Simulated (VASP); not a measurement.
# In (P6_3/mmc) in VASP: a series of runs, part 2 of 2

VASP 6.6.1. Earlier steps stand in the parts before.

**5. Single point, PBE+D3(BJ)**

This run uses another cell than the first one, of 26.54 Å³/atom, 1.027 times its volume.

The input, INCAR:

```
PREC     = Accurate       # precision mode
ENCUT    = 520            # plane-wave cutoff, eV
EDIFF    = 1E-7           # SCF threshold, eV
ISMEAR   = 0              # smearing method
SIGMA    = 0.1            # smearing width, eV
LREAL    = False          # projectors in reciprocal space
LASPH    = True           # aspherical terms in the spheres
NELM     = 100            # most SCF steps
ALGO     = Fast           # electronic algorithm
ISIF     = 2              # what is computed and relaxed
LWAVE    = False          # write WAVECAR
LCHARG   = False          # write CHGCAR
GGA      = PE             # functional
IVDW     = 12             # dispersion correction
NBANDS   = 20             # bands
```

The input, KPOINTS:

```
regular mesh
0
Gamma
  6 6 4
```

The input, POSCAR:

```
In
1.0
    3.3354847820      0.0000000000      0.0000000000
   -1.6677423910      2.8886145552      0.0000000000
    0.0000000000      0.0000000000      5.5091429200
In
2
Direct
    0.3333333300      0.6666666700      0.2500000000
    0.6666666700      0.3333333300      0.7500000000
```

Potentials or basis: VASP PAW PBE potentials, release 64 (In_d).

Launch:

```bash
cat potpaw_PBE.64/In_d/POTCAR > POTCAR
mpirun -np 1 vasp_std > vasp.out
```

OUTCAR:

```text
PREC = Accurate
   ENCUT = 520
   EDIFF = 1E-7
   ISMEAR = 0
   LREAL = False
   LASPH = True
   NELM = 100
   ISIF = 2
   GGA = PE
   IVDW = 12
 IVDW          = 12

 ion  position               nearest neighbor table
   1  0.333  0.667  0.250-   2 3.36   2 3.36   2 3.36   2 3.36   2 3.36   2 3.36
   2  0.667  0.333  0.750-   1 3.36   1 3.36   1 3.36   1 3.36   1 3.36   1 3.36

  LATTYP: Found a hexagonal cell.
 ALAT       =     3.3354847820
 C/A-ratio  =     1.6516768266

  Lattice vectors:

 A1 = (   3.3354847820,   0.0000000000,   0.0000000000)
 A2 = (  -1.6677423910,   2.8886145552,   0.0000000000)
 A3 = (   0.0000000000,   0.0000000000,   5.5091429200)

Analysis of symmetry for initial positions (statically):
=====================================================================
 Subroutine PRICEL returns:
 Original cell was already a primitive cell.

 Routine SETGRP: Setting up the symmetry group for a
 hexagonal supercell.

 Subroutine GETGRP returns: Found 24 space group operations
 (whereof 12 operations were pure point group operations)
 out of a pool of 24 trial point group operations.

The static configuration has the point symmetry D_3d.
 The point group associated with its full space group is D_6h.

Analysis of symmetry for dynamics (positions and initial velocities):
=====================================================================
 Subroutine PRICEL returns:
 Original cell was already a primitive cell.

 Routine SETGRP: Setting up the symmetry group for a
 hexagonal supercell.

 Subroutine GETGRP returns: Found 24 space group operations
 (whereof 12 operations were pure point group operations)
 out of a pool of 24 trial point group operations.

The dynamic configuration has the point symmetry D_3d.
 The point group associated with its full space group is D_6h.

 Subroutine INISYM returns: Found 24 space group operations
 (whereof 12 operations are pure point group operations),
 and found     1 'primitive' translations

----------------------------------------------------------------------------------------

                                     Primitive cell

  volume of cell :      53.0802

  direct lattice vectors                    reciprocal lattice vectors
     3.335484782  0.000000000  0.000000000     0.299806495  0.173093360  0.000000000
    -1.667742391  2.888614555  0.000000000     0.000000000  0.346186721  0.000000000
     0.000000000  0.000000000  5.509142920     0.000000000  0.000000000  0.181516438

  length of vectors
     3.335484782  3.335484782  5.509142920     0.346186721  0.346186721  0.181516438

  position of ions in fractional coordinates (direct lattice)
     0.333333330  0.666666670  0.250000000
     0.666666670  0.333333330  0.750000000

  ion indices of the primitive-cell ions
   primitive index   ion index
                 1           1
                 2           2

----------------------------------------------------------------------------------------

 KPOINTS: regular mesh

Automatic generation of k-mesh.
 Grid dimensions read from file:
 generate k-points for:    6    6    4

 Generating k-lattice:

  Cartesian coordinates                     Fractional coordinates (reciprocal lattice)
     0.049967749  0.028848893  0.000000000     0.166666667  0.000000000  0.000000000
     0.000000000  0.057697787  0.000000000     0.000000000  0.166666667  0.000000000
     0.000000000  0.000000000  0.045379110     0.000000000  0.000000000  0.250000000

  Length of vectors
     0.057697787  0.057697787  0.045379110

  Shift w.r.t. Gamma in fractional coordinates (k-lattice)
     0.000000000  0.000000000  0.000000000

 Subroutine IBZKPT returns following result:
 ===========================================

 Found     21 irreducible k-points:

 Following reciprocal coordinates:
            Coordinates               Weight
  0.000000  0.000000  0.000000      1.000000
  0.166667  0.000000  0.000000      6.000000
  0.333333  0.000000  0.000000      6.000000
  0.500000  0.000000  0.000000      3.000000
  0.166667  0.166667  0.000000      6.000000
  0.333333  0.166667  0.000000     12.000000
[... 13 lines left out ...]
  0.333333  0.166667  0.500000     12.000000
  0.333333  0.333333  0.500000      2.000000
   k-points           NKPTS =     21   k-points in BZ     NKDIM =     21   number of bands    NBANDS=     20
   number of dos      NEDOS =    301   number of ions     NIONS =      2
   total plane-waves  NPLWV =  32928
   dimension x,y,z NGX =    28 NGY =   28 NGZ =   42
   dimension x,y,z NGXF=    56 NGYF=   56 NGZF=   84
   ions per type =               2
   NGX,Y,Z   is equivalent  to a cutoff of  13.96, 13.96, 12.67 a.u.
   NGXF,Y,Z  is equivalent  to a cutoff of  27.91, 27.91, 25.35 a.u.
 SYSTEM =  unknown system
   PREC   = accura    normal or accurate (medium, high low for compatibility)
   ISTART =      0    job   : 0-new  1-cont  2-samecut
   ICHARG =      2    charge: 1-file 2-atom 10-const
   ISPIN  =      1    spin polarized calculation?
   LNONCOLLINEAR =      F non collinear calculations
   LSORBIT =      F    spin-orbit coupling
   LASPH  =      T    aspherical Exc in radial PAW
   ENCUT  =  520.0 eV  38.22 Ry    6.18 a.u.   6.20  6.20 10.24*2*pi/ulx,y,z
   NELM   =    100;   NELMIN=  2; NELMDL= -5     # of ELM steps
   EDIFF  = 0.1E-06   stopping-criterion for ELM
   LREAL  =      F    real-space projection
   EDIFFG = 0.1E-05   stopping-criterion for IOM
   NSW    =      0    number of steps for IOM
   IBRION =     -1    ionic relax: 0-MD 1-quasi-New 2-CG
   NFREE  =      0    steps in history (QN), initial steepest desc. (CG)
   ISIF   =      2    stress and relaxation
   ISYM   =      2    0-nonsym 1-usesym 2-fastsym
   POTIM  = 0.5000    time-step for ionic-motion
   TEBEG  =    0.0;   TEEND  =   0.0 temperature during run
   PSTRESS=    0.0 pullay stress
   NELECT =      26.0000    total number of electrons
   NUPDOWN=      -1.0000    fix difference up-down
   EMIN   =  10.00;   EMAX   =-10.00  energy-range for DOS
   EFERMI =   0.00;   METHOD = LEGACY
   ISMEAR =     0;   SIGMA  =   0.10  broadening in eV -4-tet -1-fermi 0-gaus
   EFERMI_NEDOS =   21; number of points for ismear=-14 and -15
   IALGO  =     68    algorithm
   IMIX   =      4    mixing-type and parameters
     AMIX     =   0.40;   BMIX     =  1.00
     AMIX_MAG =   1.60;   BMIX_MAG =  1.00
  volume/ion in A,a.u.               =      26.54       179.10
  Fermi-wavevector in a.u.,A,eV,Ry     =   1.290491  2.438675 22.658704  1.665368
  Thomas-Fermi vector in A             =   2.422320
   LORBIT       =      0    0 simple, 1 ext, 2 COOP (PROOUT), +10 PAW based schemes
   GGA     = PE    functional components
   LHFCALC =     F    Hartree Fock is set to
   AEXX    =    0.0000 exact exchange contribution
   IVDW    =    12    specifies the selected vdW correction
   LEPSILON=     F    determine dielectric tensor
   LRPA    =     F    only Hartree local field effects (RPA)
 non-spin polarized calculation
 RMM-DIIS sequential band-by-band and
 Gauss-broadening in eV      SIGMA  =   0.10
  energy-cutoff  :      520.00
  volume of cell :       53.08
 maximum number of plane-waves:      1460
 NGX is ok and might be reduce to    28
   NGX = 13   NGY = 13   NGZ = 21

 number of electron      26.0000008 magnetization

 Free energy of the ion-electron system (eV)
  ---------------------------------------------------
  ext. energy  EPLUGINS =         0.00000000
  ---------------------------------------------------
  free energy    TOTEN  =        -5.13500680 eV

  energy without entropy =       -5.13097574  energy(sigma->0) =       -5.13299127

 E-fermi :   7.2472     XC(G=0): -10.1890

 val. band max:        7.1301501716   @ k =   0.1667   0.0000   0.2500
 cond. band min:       7.3011676058   @ k =   0.3333   0.3333   0.2500
 fundamental gap:      0.1710174342
 Fermi energy:         7.2471901921

 k-point     1 :       0.0000    0.0000    0.0000
  band No.  band energies     occupation
      1      -7.3339      2.00000
      2      -7.2806      2.00000
      3      -7.2379      2.00000
      4      -7.2379      2.00000
      5      -7.2114      2.00000
      6      -7.2114      2.00000
[... 12 lines left out ...]
     19      18.2542      0.00000
     20      18.7259      0.00000
[... 438 lines left out ...]
 k-point    21 :       0.3333    0.3333    0.5000
  band No.  band energies     occupation
      1      -7.3161      2.00000
      2      -7.3161      2.00000
      3      -7.1948      2.00000
      4      -7.1948      2.00000
      5      -7.1159      2.00000
      6      -7.1159      2.00000
[... 12 lines left out ...]
     19      17.6362      0.00000
     20      17.6367      0.00000

------------------------ aborting loop because EDIFF is reached ----------------------------------------

 Edisp (eV)   -0.66634

 E8    (eV) :    -0.3326

  FORCE on cell =-STRESS in cart. coord.  units (eV):
  Direction    XX          YY          ZZ          XY          YZ          ZX
  --------------------------------------------------------------------------------------
  -------------------------------------------------------------------------------------
  Total      -0.35726    -0.35726    -0.14844     0.00000     0.00000     0.00000
  in kB     -10.78360   -10.78360    -4.48040     0.00000     0.00000     0.00000
  external pressure =       -8.68 kB  Pullay stress =        0.00 kB

 VOLUME and BASIS-vectors are now :
 -----------------------------------------------------------------------------
  energy-cutoff  :      520.00
  volume of cell :       53.08
      direct lattice vectors                 reciprocal lattice vectors
     3.335484782  0.000000000  0.000000000     0.299806495  0.173093360  0.000000000
    -1.667742391  2.888614555  0.000000000     0.000000000  0.346186721  0.000000000
     0.000000000  0.000000000  5.509142920     0.000000000  0.000000000  0.181516438

 POSITION                                       TOTAL-FORCE (eV/Angst)
 -----------------------------------------------------------------------------------
     -0.00000      1.92574      1.37729        -0.000000     -0.000000      0.000000
      1.66774      0.96287      4.13186         0.000000      0.000000      0.000000
 -----------------------------------------------------------------------------------
    total drift:                               -0.000003      0.000001      0.000000

  FREE ENERGIE OF THE ION-ELECTRON SYSTEM (eV)
  ---------------------------------------------------
  free  energy   TOTEN  =        -5.8013445480 eV

  energy  without entropy=       -5.7973134835  energy(sigma->0) =       -5.79932902
```

It took 34 s on 1 thread of Intel Xeon Platinum 8259CL at 2.50GHz (Skylake/Cascade Lake), shared host; peak memory 0.18 GiB.

Results:

- Free energy: -5.8013 eV
- Pressure: -0.9 GPa
- Band gap on the k mesh: zero (band 13 reaches 10.70 eV, above the bottom of band 14 at 4.75 eV)
- Dispersion energy per atom: -0.333 eV

Caveat: the k points lie up to 0.36 Å⁻¹ apart; spin-orbit coupling is left out, which moves the levels of the heavy elements; pairwise dispersion overbinds metals, which lowers pressure and volume.

**6. Summary**

| cell | k mesh | gap on the mesh (eV) | pressure (GPa) |
| --- | --- | --- | --- |
| a = 3.354, b = 3.354, c = 5.304 Å, angles 90.0, 90.0, 120.0°, 2 atoms | 15 × 15 × 8 | none | 0.7 |
| a = 3.298, b = 3.298, c = 5.632 Å, angles 90.0, 90.0, 120.0°, 2 atoms | 15 × 15 × 8 | none | -0.4 |
| a = 3.304, b = 3.304, c = 5.632 Å, angles 90.0, 90.0, 120.0°, 2 atoms | 15 × 15 × 8 | none | -0.6 |
| a = 3.335, b = 3.335, c = 5.509 Å, angles 90.0, 90.0, 120.0°, 2 atoms | 6 × 6 × 4 | none | -0.9 |

Alike in all rows: task single point; level PBE+D3(BJ); potentials or basis VASP PAW PBE potentials, release 64 (In_d); no spin polarisation; cutoff (eV) 520; smearing gaussian 0.1 eV.

Caveats: some runs use coarse meshes; spin-orbit coupling is left out, which moves the levels of the heavy elements; pairwise dispersion overbinds metals, which lowers pressure and volume.

Absolute energies hang on the potentials; compare differences alone.
